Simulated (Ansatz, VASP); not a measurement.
# CuMoH6 in VASP and in Ansatz

```
Cu H Mo
1.0
     4.24294    0.00000    0.00000
    -2.12147    3.67449    0.00000
     0.00000    0.00000    4.32009
Cu H Mo
1 6 1
Cartesian
  0.0000 0.0000 0.0000
  1.4409 1.6177 2.1600
  2.1215 0.4390 2.1600
  2.8020 1.6177 2.1600
  0.0000 2.4497 0.4200
  0.0000 2.4497 3.9001
  0.0000 0.0000 2.1600
  0.0000 2.4497 2.1600
```

Alike in both runs: task single point; functional PBE; k mesh 12 × 12 × 10; occupations gaussian, width 0.1 eV; no spin polarisation.

|  | VASP | Ansatz |
| --- | --- | --- |
| version | VASP 6.6.1 | Ansatz 0.2.0 |
| potentials or method | VASP PAW PBE potentials, release 64 (Cu, H, Mo_sv), cutoff 600 eV | scalar-relativistic, plane waves, PAW |
| valence electrons in the cell | 31 | 39 |

```tsv
	VASP	Ansatz	Ansatz less VASP
gap on the k mesh at the Fermi level (eV)	none	none	-
pressure (GPa)	-0.4	0.0	+0.43
```

A gap of «none» marks a metal or a gap that the smearing closes. VASP's potentials hold 31 valence electrons a cell and Ansatz's 39, so a difference there can come from the potentials and not from the codes.
